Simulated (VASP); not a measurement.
GaSb3: single point with PBE

The system is GaSb3.

```xyz
8
Lattice="4.3973 0.0000 0.0000 -2.1986 3.8081 0.0000 0.0000 0.0000 14.8156" Properties=species:S:1:pos:R:3 pbc="T T T"
Ga    0.0000    2.5388    0.9617
Ga    2.1986    1.2694    4.5565
Sb    0.0000    0.0000   14.8107
Sb    0.0000    2.5388    3.6908
Sb    2.1986    1.2694    7.2989
Sb    0.0000    0.0000    8.7821
Sb    0.0000    2.5388   10.9686
Sb    2.1986    1.2694   12.5043
```

```
Program             : VASP 6.6.1
Task                : single point
Functional          : PBE
Potentials or basis : VASP PAW PBE potentials, release 64 (Ga_d, Sb)
Cutoff              : 520 eV
k mesh              : 12 × 12 × 2
Occupations         : gaussian, width 0.1 eV
Spin                : no spin polarisation
```

```json
{"Pressure": "0.1 GPa", "Largest force": "0.035 eV/Å", "Band gap on the k mesh": "zero (bands 28 and 29 overlap by 0.04 eV)"}
```

Forces in eV/Å, atoms in the order of the input:
```
Ga   0.000  0.000  0.003
Ga   0.000  0.000  0.003
Sb   0.000  0.000 -0.014
Sb   0.000  0.000 -0.007
Sb   0.000  0.000 -0.016
Sb   0.000  0.000  0.035
Sb   0.000  0.000 -0.031
Sb   0.000  0.000  0.028
```

Levels at points of the mesh, in eV from the Fermi level:
| k point | band 25 | band 26 | band 27 | band 28 | band 29 | band 30 | band 31 | band 32 |
| --- | --- | --- | --- | --- | --- | --- | --- | --- |
| (0.00, 0.00, 0.00) | -1.02 | -0.45 | -0.39 | -0.39 | 0.09 | 0.27 | 0.61 | 0.61 |
| (0.50, 0.00, 0.00) | -2.26 | -1.79 | -1.32 | -0.76 | -0.07 | 0.37 | 1.05 | 1.34 |
| (0.00, 0.00, 0.50) | -0.87 | -0.60 | -0.46 | -0.46 | 0.07 | 0.28 | 0.71 | 0.71 |
| (0.50, 0.00, 0.50) | -2.05 | -1.87 | -1.54 | -1.45 | 0.52 | 0.94 | 1.23 | 1.49 |

Wall time 3.4 min on 1 thread of Intel(R) Xeon(R) 6975P-C (Granite Rapids), on a shared host, peak memory 0.56 GiB.

Caveat: semilocal functionals underestimate gaps, and a narrow one can read as zero; spin-orbit coupling is left out, which moves the levels of the heavy elements.
